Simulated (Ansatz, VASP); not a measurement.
B: VASP beside Ansatz

File INCAR:

```
PREC = Accurate
ENCUT = 910
EDIFF = 1E-7
ISMEAR = 0
SIGMA = 0.1
LREAL = False
LASPH = True
NELM = 120
ALGO = Normal
ISIF = 3
LWAVE = False
LCHARG = False
GGA = PE
IVDW = 12
IBRION = 2
NSW = 80
EDIFFG = -0.05
GGA_COMPAT = False
NELMIN = 4
```

The input KPOINTS:

```
Automatic mesh
0
Gamma
  12 12 6
```

POSCAR

```
B
1.0
    2.2192673552      0.0000000000      0.0000000000
   -1.1096336776      1.9219419074      0.0000000000
    0.0000000000      0.0000000000      3.7014371803
B
2
Direct
    0.6666666667      0.3333333333      0.7500000000
    0.3333333333      0.6666666667      0.2500000000
```

Input for Ansatz:

```yaml
crystal:
  lattice:
    - [2.2192673552, 0.0, 0.0]
    - [-1.1096336776, 1.9219419074, 0.0]
    - [0.0, 0.0, 3.7014371803]
  atoms:
    - { symbol: B, position: [0.6666666667, 0.3333333333, 0.75] }
    - { symbol: B, position: [0.3333333333, 0.6666666667, 0.25] }
basis:
  ecutwfc: 420
kpoints:
  mp_grid: { grid: [12, 12, 6] }
hamiltonian:
  xc: pbe
  dispersion: d3bj
scf:
  occupations: { method: gaussian, width: 0.1 }
output:
  forces: true
  stress: true
  eigenvalues: true
relax:
  adjacent_minimum: "off"
  f_tol: 0.05
  max_steps: 60
  cell: { stress_tol: 0.5 }
```

Alike in both runs: task relaxation of cell and atoms; functional PBE; dispersion D3(BJ); k mesh 12 × 12 × 6; occupations gaussian, width 0.1 eV; no spin polarisation.

```csv
,VASP,Ansatz
version,VASP 6.6.1,Ansatz 0.2.0
potentials or method,"VASP PAW PBE potentials, release 64 (B_h), cutoff 910 eV","scalar-relativistic, plane waves, PAW"
valence electrons in the cell,6,6
```

|  | VASP | Ansatz | Ansatz less VASP |
| --- | --- | --- | --- |
| gap on the k mesh at the Fermi level, each at its own relaxed structure (eV) | none | none | - |
| relaxed volume (Å³/atom) | 7.37 | 8.75 | +1.377 |
| relaxed cell length with the largest relative difference (Å) | 5.835 | 6.927 | +1.0921 |

A gap of «none» marks a metal or a gap that the smearing closes. One of these differences is far larger than is usual between the two programs; its cause wasn't traced. Ansatz's warnings: dispersion switch in reach.
